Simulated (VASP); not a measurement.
# ZnS (P1) in VASP: single point with r2SCAN

Aim: the single point of ZnS with r2SCAN.

All numbers are computed with VASP 6.6.1; they aren't measurements. Logs are shortened: lines on timing, memory, paths and dates and some standing lists are left out, and cuts for length are marked.

**1. The cell of the first run**

The typed cell holds 8 atoms: a = 3.809 Å, b = 3.809 Å, c = 12.466 Å, α = 90.00°, β = 90.00°, γ = 120.00°.

**2. Single point, r2SCAN (atom 5 (S) moved -0.100 Å along Cartesian [1 -1 0])**

Input file POSCAR:

```
ZnS
1.0
    3.8087369152      0.0000000000      0.0000000000
   -1.9043684576      3.2984629249      0.0000000000
    0.0000000000      0.0000000000     12.4664651431
Zn S
4 4
Direct
    0.0000000000      0.0000000000      0.0001143924
    0.0000000000      0.0000000000      0.5001143924
    0.3333333333      0.6666666667      0.2500706174
    0.6666666667      0.3333333333      0.7500706174
   -0.0078466562      0.0214374634      0.1872361436
    0.0000000000      0.0000000000      0.6872361436
    0.3333333333      0.6666666667      0.4375788466
    0.6666666667      0.3333333333      0.9375788466
```

Input file INCAR.step1:

```
SYSTEM = ZnS
PREC = Accurate
ENCUT = 520
ISMEAR = 0
SIGMA = 0.05
LREAL = .FALSE.
LASPH = .TRUE.
NELM = 80
NBANDS = 46
GGA = PE
ALGO = Normal
EDIFF = 1E-4
LWAVE = .TRUE.
LCHARG = .FALSE.
```

Input file INCAR.step2:

```
SYSTEM = ZnS
PREC = Accurate
ENCUT = 520
EDIFF = 1E-6
ISMEAR = 0
SIGMA = 0.05
LREAL = .FALSE.
LASPH = .TRUE.
NELM = 80
ALGO = Normal
ISIF = 2
LWAVE = .FALSE.
LCHARG = .FALSE.
METAGGA = R2SCAN
LMIXTAU = .TRUE.
NBANDS = 46
ISTART = 1
```

Input file KPOINTS:

```
Automatic mesh
0
G
  6 6 2
  0 0 0
```

Potentials or basis: VASP PAW PBE potentials, release 64 (Zn, S).

The run is started by

```bash
> cat potpaw_PBE.64/Zn/POTCAR potpaw_PBE.64/S/POTCAR > POTCAR
> cp INCAR.step1 INCAR
> mpirun -np 1 vasp_std > vasp.out
> cp INCAR.step2 INCAR
> mpirun -np 1 vasp_std > vasp.out
```

OUTCAR:

```text
SYSTEM = ZnS
   PREC = Accurate
   ENCUT = 520
   EDIFF = 1E-6
   ISMEAR = 0
   LREAL = .FALSE.
   LASPH = .TRUE.
   NELM = 80
   ISIF = 2
   METAGGA = R2SCAN
   ISTART = 1

 ion  position               nearest neighbor table
   1  0.000  0.000  0.000-   8 2.33   8 2.33   8 2.33   5 2.33
   2  0.000  0.000  0.500-   6 2.33   7 2.33   7 2.33   7 2.33
   3  0.333  0.667  0.250-   5 2.27   5 2.31   7 2.34   5 2.43
   4  0.667  0.333  0.750-   6 2.33   6 2.33   6 2.33   8 2.34
   5  0.992  0.021  0.187-   3 2.27   3 2.31   1 2.33   3 2.43
   6  0.000  0.000  0.687-   2 2.33   4 2.33   4 2.33   4 2.33
   7  0.333  0.667  0.438-   2 2.33   2 2.33   2 2.33   3 2.34
   8  0.667  0.333  0.938-   1 2.33   1 2.33   1 2.33   4 2.34

  LATTYP: Found a hexagonal cell.
 ALAT       =     3.8087369152
 C/A-ratio  =     3.2731231956

  Lattice vectors:

 A1 = (   3.8087369152,   0.0000000000,   0.0000000000)
 A2 = (  -1.9043684576,   3.2984629249,   0.0000000000)
 A3 = (   0.0000000000,   0.0000000000,  12.4664651431)

Analysis of symmetry for initial positions (statically):
=====================================================================
 Subroutine PRICEL returns:
 Original cell was already a primitive cell.

 Routine SETGRP: Setting up the symmetry group for a
 hexagonal supercell.

 Subroutine GETGRP returns: Found  1 space group operations
 (whereof  1 operations were pure point group operations)
 out of a pool of 24 trial point group operations.

The static configuration has the point symmetry C_1 .

Analysis of symmetry for dynamics (positions and initial velocities):
=====================================================================
 Subroutine PRICEL returns:
 Original cell was already a primitive cell.

 Routine SETGRP: Setting up the symmetry group for a
 hexagonal supercell.

 Subroutine GETGRP returns: Found  1 space group operations
 (whereof  1 operations were pure point group operations)
 out of a pool of 24 trial point group operations.

The dynamic configuration has the point symmetry C_1 .

 Subroutine INISYM returns: Found  1 space group operations
 (whereof  1 operations are pure point group operations),
 and found     1 'primitive' translations

----------------------------------------------------------------------------------------

                                     Primitive cell

  volume of cell :     156.6159

  direct lattice vectors                    reciprocal lattice vectors
     3.808736915  0.000000000  0.000000000     0.262554233  0.151585757  0.000000000
    -1.904368458  3.298462925  0.000000000     0.000000000  0.303171514  0.000000000
     0.000000000  0.000000000 12.466465143     0.000000000  0.000000000  0.080215200

  length of vectors
     3.808736915  3.808736915 12.466465143     0.303171514  0.303171514  0.080215200

  position of ions in fractional coordinates (direct lattice)
     0.000000000  0.000000000  0.000114392
     0.000000000  0.000000000  0.500114392
     0.333333333  0.666666667  0.250070617
     0.666666667  0.333333333  0.750070617
     0.992153344  0.021437463  0.187236144
     0.000000000  0.000000000  0.687236144
     0.333333333  0.666666667  0.437578847
     0.666666667  0.333333333  0.937578847

  ion indices of the primitive-cell ions
   primitive index   ion index
                 1           1
                 2           2
                 3           3
                 4           4
                 5           5
                 6           6
                 7           7
                 8           8

----------------------------------------------------------------------------------------

 KPOINTS: Automatic mesh

Automatic generation of k-mesh.
 Grid dimensions read from file:
 generate k-points for:    6    6    2

 Generating k-lattice:

  Cartesian coordinates                     Fractional coordinates (reciprocal lattice)
     0.043759039  0.025264293  0.000000000     0.166666667  0.000000000  0.000000000
     0.000000000  0.050528586  0.000000000     0.000000000  0.166666667  0.000000000
     0.000000000  0.000000000  0.040107600     0.000000000  0.000000000  0.500000000

  Length of vectors
     0.050528586  0.050528586  0.040107600

  Shift w.r.t. Gamma in fractional coordinates (k-lattice)
     0.000000000  0.000000000  0.000000000

 Subroutine IBZKPT returns following result:
 ===========================================

 Found     40 irreducible k-points:

 Following reciprocal coordinates:
            Coordinates               Weight
  0.000000  0.000000  0.000000      1.000000
  0.166667  0.000000  0.000000      2.000000
  0.000000  0.166667  0.000000      2.000000
 -0.166667  0.166667  0.000000      2.000000
  0.333333  0.000000  0.000000      2.000000
  0.000000  0.333333  0.000000      2.000000
[... 16 lines left out ...]
  0.000000  0.166667  0.500000      2.000000
 -0.166667  0.166667  0.500000      2.000000
 [... further k-points ...]
   k-points           NKPTS =     40   k-points in BZ     NKDIM =     40   number of bands    NBANDS=     46
   number of dos      NEDOS =    301   number of ions     NIONS =      8
   total plane-waves  NPLWV =  75264
   dimension x,y,z NGX =    28 NGY =   28 NGZ =   96
   dimension x,y,z NGXF=    56 NGYF=   56 NGZF=  192
   ions per type =               4   4
   NGX,Y,Z   is equivalent  to a cutoff of  12.22, 12.22, 12.80 a.u.
   NGXF,Y,Z  is equivalent  to a cutoff of  24.44, 24.44, 25.60 a.u.
 SYSTEM =  ZnS
   PREC   = accura    normal or accurate (medium, high low for compatibility)
   ISTART =      1    job   : 0-new  1-cont  2-samecut
   ICHARG =      0    charge: 1-file 2-atom 10-const
   ISPIN  =      1    spin polarized calculation?
   LNONCOLLINEAR =      F non collinear calculations
   LSORBIT =      F    spin-orbit coupling
   LASPH  =      T    aspherical Exc in radial PAW
   ENCUT  =  520.0 eV  38.22 Ry    6.18 a.u.   7.08  7.08 23.18*2*pi/ulx,y,z
   NELM   =     80;   NELMIN=  2; NELMDL=  0     # of ELM steps
   EDIFF  = 0.1E-05   stopping-criterion for ELM
   LREAL  =      F    real-space projection
   EDIFFG = 0.1E-04   stopping-criterion for IOM
   NSW    =      0    number of steps for IOM
   IBRION =     -1    ionic relax: 0-MD 1-quasi-New 2-CG
   NFREE  =      0    steps in history (QN), initial steepest desc. (CG)
   ISIF   =      2    stress and relaxation
   ISYM   =      2    0-nonsym 1-usesym 2-fastsym
   POTIM  = 0.5000    time-step for ionic-motion
   TEBEG  =    0.0;   TEEND  =   0.0 temperature during run
   PSTRESS=    0.0 pullay stress
   NELECT =      72.0000    total number of electrons
   NUPDOWN=      -1.0000    fix difference up-down
   EMIN   =  10.00;   EMAX   =-10.00  energy-range for DOS
   EFERMI =   0.00;   METHOD = LEGACY
   ISMEAR =     0;   SIGMA  =   0.05  broadening in eV -4-tet -1-fermi 0-gaus
   EFERMI_NEDOS =   21; number of points for ismear=-14 and -15
   IALGO  =     38    algorithm
   IMIX   =      4    mixing-type and parameters
     AMIX     =   0.40;   BMIX     =  1.00
     AMIX_MAG =   1.60;   BMIX_MAG =  1.00
  volume/ion in A,a.u.               =      19.58       132.11
  Fermi-wavevector in a.u.,A,eV,Ry     =   1.263495  2.387660 21.720624  1.596421
  Thomas-Fermi vector in A             =   2.396849
   LORBIT       =      0    0 simple, 1 ext, 2 COOP (PROOUT), +10 PAW based schemes
   METAGGA = R2SCAN    functional components
   LHFCALC =     F    Hartree Fock is set to
   AEXX    =    0.0000 exact exchange contribution
   IVDW    =     0    specifies the selected vdW correction
   LEPSILON=     F    determine dielectric tensor
   LRPA    =     F    only Hartree local field effects (RPA)
 non-spin polarized calculation
 Gauss-broadening in eV      SIGMA  =   0.05
  energy-cutoff  :      520.00
  volume of cell :      156.62
 maximum number of plane-waves:      4251
   NGX = 15   NGY = 15   NGZ = 47

 number of electron      71.9999977 magnetization

 Free energy of the ion-electron system (eV)
  ---------------------------------------------------
  ext. energy  EPLUGINS =         0.00000000
  ---------------------------------------------------
  free energy    TOTEN  =       -75.41974677 eV

  energy without entropy =      -75.41974677  energy(sigma->0) =      -75.41974677

 E-fermi :   2.1837     XC(G=0): -10.3186

 val. band max:        1.9324041170   @ k =   0.0000   0.0000   0.0000
 cond. band min:       4.6635802391   @ k =   0.0000   0.0000   0.0000
 fundamental gap:      2.7311761221
 Fermi energy:         2.1837195835

 k-point     1 :       0.0000    0.0000    0.0000
  band No.  band energies     occupation
      1     -11.8324      2.00000
      2     -11.4006      2.00000
      3     -11.3869      2.00000
      4     -10.8711      2.00000
      5      -4.6552      2.00000
      6      -4.6307      2.00000
[... 38 lines left out ...]
     45       9.0946      0.00000
     46       9.2899      0.00000

 k-point     2 :       0.1667    0.0000    0.0000
  band No.  band energies     occupation
      1     -11.6438      2.00000
      2     -11.2459      2.00000
      3     -11.2327      2.00000
      4     -10.7693      2.00000
      5      -4.6533      2.00000
      6      -4.6141      2.00000
[... 38 lines left out ...]
     45       9.2173      0.00000
     46       9.3088      0.00000

 k-point     3 :       0.0000    0.1667    0.0000
  band No.  band energies     occupation
      1     -11.6433      2.00000
      2     -11.2453      2.00000
      3     -11.2326      2.00000
      4     -10.7691      2.00000
      5      -4.6529      2.00000
      6      -4.6144      2.00000
[... 38 lines left out ...]
     45       9.2218      0.00000
     46       9.3229      0.00000

 k-point     4 :      -0.1667    0.1667    0.0000
  band No.  band energies     occupation
      1     -11.6453      2.00000
      2     -11.2489      2.00000
      3     -11.2323      2.00000
      4     -10.7702      2.00000
      5      -4.6436      2.00000
      6      -4.6164      2.00000
[... 920 lines left out ...]
     45       9.4278      0.00000
     46       9.4409      0.00000

 k-point    23 :       0.0000    0.1667    0.5000
  band No.  band energies     occupation
      1     -11.5316      2.00000
      2     -11.5293      2.00000
      3     -10.9163      2.00000
      4     -10.9136      2.00000
      5      -4.6605      2.00000
      6      -4.6344      2.00000
[... 38 lines left out ...]
     45       9.4045      0.00000
     46       9.4543      0.00000

 k-point    24 :      -0.1667    0.1667    0.5000
  band No.  band energies     occupation
      1     -11.5354      2.00000
      2     -11.5295      2.00000
      3     -10.9190      2.00000
      4     -10.9134      2.00000
      5      -4.6509      2.00000
      6      -4.6255      2.00000
[... 38 lines left out ...]
     45       9.4212      0.00000
     46       9.4914      0.00000

 [... further k-points ...]
[... 5 lines left out ...]
  --------------------------------------------------------------------------------------
  -------------------------------------------------------------------------------------
  Total       -0.2329477      0.4637685      0.0610167      0.2969292      0.2390440     -0.1525806
  in kB       -2.3830493      4.7443415      0.6241993      3.0375785      2.4454142     -1.5608965
  external PRESSURE =       0.9951638 kB  Pullay stress =       0.0000000 kB

 VOLUME and BASIS-vectors are now :
 -----------------------------------------------------------------------------
  energy-cutoff  :      520.00
  volume of cell :      156.62
      direct lattice vectors                 reciprocal lattice vectors
     3.808736915  0.000000000  0.000000000     0.262554233  0.151585757  0.000000000
    -1.904368458  3.298462925  0.000000000     0.000000000  0.303171514  0.000000000
     0.000000000  0.000000000 12.466465143     0.000000000  0.000000000  0.080215200

 POSITION                                       TOTAL-FORCE (eV/Angst)
 -----------------------------------------------------------------------------------
      0.00000      0.00000      0.00143        -0.011582      0.013172      0.002417
      0.00000      0.00000      6.23466        -0.000890      0.000398     -0.007095
     -0.00000      2.19898      3.11750        -0.316487      0.418120      0.048483
      1.90437      1.09949      9.35073        -0.003365      0.002978     -0.008641
      3.73803      0.07071      2.33417         0.381527     -0.484406     -0.057030
      0.00000      0.00000      8.56741        -0.000893      0.000574      0.006789
     -0.00000      2.19898      5.45506        -0.018051      0.020092      0.008732
      1.90437      1.09949     11.68829        -0.030261      0.029072      0.006344
 -----------------------------------------------------------------------------------
    total drift:                               -0.004902      0.007165     -0.059843

  FREE ENERGIE OF THE ION-ELECTRON SYSTEM (eV)
  ---------------------------------------------------
  free  energy   TOTEN  =       -75.4197467704 eV

  energy  without entropy=      -75.4197467704  energy(sigma->0) =      -75.41974677
```

Wall time 22 min (1 thread of Oxide Virtual Turin-like, shared host); peak memory 0.38 GiB.

Results:

```
Free energy            : -75.4197 eV
Pressure               : 0.1 GPa
Largest force          : 0.619 eV/Å
Band gap on the k mesh : 2.73 eV
```

Forces on the atoms (eV/Å):
```
Zn  -0.012  0.013  0.002
Zn  -0.001  0.000 -0.007
Zn  -0.316  0.418  0.048
Zn  -0.003  0.003 -0.009
S    0.382 -0.484 -0.057
S   -0.001  0.001  0.007
S   -0.018  0.020  0.009
S   -0.030  0.029  0.006
```

Levels at points of the mesh, in eV from the valence-band top:
```csv
k point,band 32,band 33,band 34,band 35,band 36,band 37,band 38,band 39,band 40,band 41
"(0.00, 0.00, 0.00)",-0.49,-0.43,-0.06,-0.03,0.00,2.73,3.70,3.93,4.19,6.80
"(0.50, 0.00, 0.00)",-1.72,-1.68,-1.60,-1.18,-0.91,3.72,3.74,4.16,4.75,5.32
"(0.00, 0.50, 0.00)",-1.71,-1.68,-1.62,-1.19,-0.92,3.72,3.76,4.18,4.77,5.33
"(0.50, 0.50, 0.00)",-1.70,-1.68,-1.64,-1.14,-0.93,3.70,3.72,4.11,4.74,5.29
"(0.00, 0.00, 0.50)",-0.73,-0.21,-0.18,-0.16,-0.12,3.55,3.55,3.84,3.84,6.76
"(0.50, 0.00, 0.50)",-2.13,-1.60,-1.57,-1.16,-1.14,4.07,4.08,4.47,4.49,5.04
"(0.00, 0.50, 0.50)",-2.13,-1.63,-1.54,-1.16,-1.14,4.07,4.11,4.47,4.53,4.98
"(0.50, 0.50, 0.50)",-2.15,-1.62,-1.49,-1.17,-1.16,4.00,4.06,4.41,4.49,5.01
```

Caveat: the cell differs from its parent crystal (atom 5 (S) moved -0.100 Å along Cartesian [1 -1 0]); the PAW data sets were made with another functional, which shifts forces and pressure a little.
